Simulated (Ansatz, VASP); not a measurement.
## Two plane-wave programs on Pt

```
Pt
1.0
     0.00000    2.15067    1.78677
     2.15067    0.00000    1.78677
     2.15067    2.15067    0.00000
Pt
1
Direct
  0.00000 0.00000 0.00000
```

Alike in both runs: task single point; functional LDA; k mesh 22 × 22 × 22; occupations gaussian, width 0.15 eV; no spin polarisation.

```csv
,VASP,Ansatz
version,VASP 6.6.1,Ansatz 0.2.0
potentials or method,"VASP PAW LDA potentials, release 64 (Pt), cutoff 520 eV","scalar-relativistic, plane waves, PAW"
valence electrons in the cell,10,18
```

VASP gave:

```
gap on the k mesh at the Fermi level (eV)                     : none
pressure (GPa)                                                : -23.6
traceless stress, the component that is largest in VASP (GPa) : 3.71
```

Problem. Estimate Ansatz's values.

Solution. gap on the k mesh at the Fermi level (eV): none; pressure (GPa): -24.1; traceless stress, the component that is largest in VASP (GPa): 3.70.

LDA's correlation is that of Perdew and Zunger in VASP and of Perdew and Wang (1992) in Ansatz. A gap of «none» marks a metal or a gap that the smearing closes. VASP's potentials hold 10 valence electrons a cell and Ansatz's 18, so a difference there can come from the potentials and not from the codes.

Spin-orbit coupling is off throughout.
